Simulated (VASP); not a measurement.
Ti, 2 atoms in the cell. The structure is hexagonal, space group P6_3/mmc (No. 194). The conventional cell has a = 2.935 Å, b = 2.935 Å, c = 4.642 Å, α = 90.00°, β = 90.00°, γ = 120.00°. Ti (site symmetry -6m2) has 12 Ti at 2.87 to 2.93 Å within 3.8 Å. 

```yaml
Program: VASP 6.6.1
Task: single point
Functional: r2SCAN
Potentials_or_basis: VASP PAW PBE potentials, release 64 (Ti_sv)
Cutoff: 520 eV
k_mesh: 16 × 16 × 10
Occupations: gaussian, width 0.05 eV
Spin: no spin polarisation
Dipole_correction: no
Further_INCAR_settings: ALGO = Normal; EDIFF = 1e-07; NBANDS = 19
```

Potentials or basis: VASP PAW PBE potentials, release 64 (Ti_sv).

Command:

```console
$ cat potpaw_PBE.64/Ti_sv/POTCAR > POTCAR
$ cp INCAR.step1 INCAR
$ mpirun -np 1 vasp_std > vasp.out
$ cp INCAR.step2 INCAR
$ mpirun -np 1 vasp_std > vasp.out
```

Hardware: 1 thread of Intel(R) Xeon(R) Platinum 8375C CPU @ 2.90GHz (Ice Lake), with other jobs on the host.

Question: How long does it take, and how much memory?

Answer: It took 5.3 min on 1 thread of Intel(R) Xeon(R) Platinum 8375C CPU @ 2.90GHz (Ice Lake), with other jobs on the host, peak memory 0.23 GiB. Counts: k points 180.
